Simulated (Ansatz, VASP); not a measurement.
**Two plane-wave programs on HfO2**

INCAR

```
PREC = Accurate ; ENCUT = 520
EDIFF = 1E-7 ; ISMEAR = 0
SIGMA = 0.05 ; LREAL = False
LASPH = True ; NELM = 100
ALGO = Normal ; ISIF = 2
LWAVE = False ; LCHARG = True
GGA = PE ; LELF = True
LVHAR = True ; NBANDS = 18
```

Contents of KPOINTS:

```
regular mesh
0
Gamma
  6 6 6
```

File POSCAR:

```
HfO2
1.0
    0.0000000000      2.5575000000      2.5575000000
    2.5575000000      0.0000000000      2.5575000000
    2.5575000000      2.5575000000      0.0000000000
Hf O
1 2
Direct
    0.0000000000      0.0000000000      0.0000000000
    0.2500000000      0.2500000000      0.2500000000
    0.7500000000      0.7500000000      0.7500000000
```

Input for Ansatz:

```yaml
crystal:
  lattice:
    - [0.0, 2.5575, 2.5575]
    - [2.5575, 0.0, 2.5575]
    - [2.5575, 2.5575, 0.0]
  atoms:
    - { symbol: Hf, position: [0.0, 0.0, 0.0] }
    - { symbol: O, position: [0.25, 0.25, 0.25] }
    - { symbol: O, position: [0.75, 0.75, 0.75] }
basis:
  ecutwfc: 420
  ecutrho_ratio: 4
kpoints:
  mp_grid: { grid: [6, 6, 6] }
hamiltonian:
  xc: pbe
scf:
  occupations: { method: gaussian, width: 0.05 }
output:
  forces: true
  stress: true
  eigenvalues: true
```

Alike in both runs: task single point; functional PBE; k mesh 6 × 6 × 6; occupations gaussian, width 0.05 eV; no spin polarisation.

```csv
,VASP,Ansatz
version,VASP 6.6.1,Ansatz 0.2.0
potentials or method,"VASP PAW PBE potentials, release 64 (Hf_pv, O), cutoff 520 eV","scalar-relativistic, plane waves, PAW"
valence electrons in the cell,22,38
```

```csv
,VASP,Ansatz,Ansatz less VASP
gap on the k mesh at the Fermi level (eV),3.73,3.72,-0.009
least direct gap on the mesh (eV),3.73,3.72,-0.009
pressure (GPa),-6.0,-2.5,+3.54
```

The functional is the same, so the differences come from potentials, cutoffs and numerics. VASP's potentials hold 22 valence electrons a cell and Ansatz's 38, so a difference there can come from the potentials and not from the codes.

Neither program's run includes spin-orbit coupling.
